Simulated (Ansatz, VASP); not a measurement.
This is a calculation of GaGe3 for VASP 6.6.1.

File INCAR:

```
  ALGO = Normal
  EDIFF = 1E-7
  ENCUT = 520
  GGA = CA
  ISIF = 2
  ISMEAR = -1
  LASPH = True
  LCHARG = True
  LELF = True
  LREAL = False
  LVHAR = True
  LWAVE = False
  NBANDS = 36
  NELM = 60
  PREC = Accurate
  SIGMA = 0.05
```

KPOINTS

```
k-points
0
Gamma
  6 6 6
```

POSCAR

```
GaGe3
1.0
    4.3068010377      0.0000000000      0.0000000000
    0.0000000000      4.3068010377      0.0000000000
    0.0000000000      0.0000000000      4.3068010377
Ge Ga
3 1
Direct
    0.5000000000      0.5000000000      0.0000000000
    0.5000000000      0.0000000000      0.5000000000
    0.0000000000      0.5000000000      0.5000000000
    0.0000000000      0.0000000000      0.0000000000
```

Potentials or basis: VASP PAW LDA potentials, release 64 (Ge_d, Ga_d).

Run with:

```console
$ cat potpaw_LDA.64/Ge_d/POTCAR potpaw_LDA.64/Ga_d/POTCAR > POTCAR
$ mpirun -np 1 vasp_std > vasp.out
```

**Question.** Set up the same calculation for Ansatz 0.2.0. Potentials there: Ansatz PAW.

**Answer.** As run (the cutoff follows the program's own potentials):

File input.yaml:

```yaml
crystal:
  lattice:
    - [4.3068010377, 0.0, 0.0]
    - [0.0, 4.3068010377, 0.0]
    - [0.0, 0.0, 4.3068010377]
  atoms:
    - { symbol: Ge, position: [0.5, 0.5, 0.0] }
    - { symbol: Ge, position: [0.5, 0.0, 0.5] }
    - { symbol: Ge, position: [0.0, 0.5, 0.5] }
    - { symbol: Ga, position: [0.0, 0.0, 0.0] }
hamiltonian:
  xc: lda
  pseudopotentials: { kind: paw }
kpoints:
  mp_grid: { grid: [6, 6, 6] }
scf:
  occupations: { method: fermi_dirac, width: 0.05 }
output:
  forces: true
  stress: true
  eigenvalues: true
```

Potentials or basis: Ansatz PAW.

Launch:

```sh
$ ansatz run input.yaml --threads 2 --pin off --max-ram 5632MiB --backend cpu --events-out ev --progress --plain --runs-dir out
```

Both were run:

|  | VASP | Ansatz | Ansatz less VASP |
| --- | --- | --- | --- |
| gap on the k mesh at the Fermi level (eV) | none | none | - |
| pressure (GPa) | -5.7 | -5.7 | -0.02 |

LDA's correlation is that of Perdew and Zunger in VASP and of Perdew and Wang (1992) in Ansatz. A gap of «none» marks a metal or a gap that the smearing closes.
